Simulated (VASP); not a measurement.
**Os: single point with r2SCAN**

Crystal: Os.

```xyz
1
Lattice="0.0000 1.9167 1.9167 1.9167 0.0000 1.9167 1.9167 1.9167 0.0000" Properties=species:S:1:pos:R:3 pbc="T T T"
Os    0.0000    0.0000    0.0000
```

This isn't the form of Os at room conditions, which is hcp.

- Program: VASP 6.6.1
- Task: single point
- Functional: r2SCAN
- Potentials or basis: VASP PAW PBE potentials, release 64 (Os)
- Cutoff: 520 eV
- k mesh: 23 × 23 × 23
- Occupations: fermi-dirac, width 0.1 eV
- Spin: no spin polarisation

```
Pressure               : 0.8 GPa
Band gap on the k mesh : zero (bands 4 and 5 overlap by 4.01 eV)
```

Levels at points of the mesh, in eV from the Fermi level:
| k point | band 1 | band 2 | band 3 | band 4 | band 5 | band 6 | band 7 | band 8 | band 9 |
| --- | --- | --- | --- | --- | --- | --- | --- | --- | --- |
| (0.00, 0.00, 0.00) | -11.27 | -3.10 | -3.10 | -3.10 | 0.02 | 0.02 | 14.92 | 21.05 | 21.05 |

Wall time 64 s on 1 thread of Intel(R) Xeon(R) 6975P-C (Granite Rapids), with other jobs on the host, peak memory 0.17 GiB.

Caveat: the PAW data sets were made with another functional, which shifts forces and pressure a little; spin-orbit coupling is left out, which moves the levels of the heavy elements.
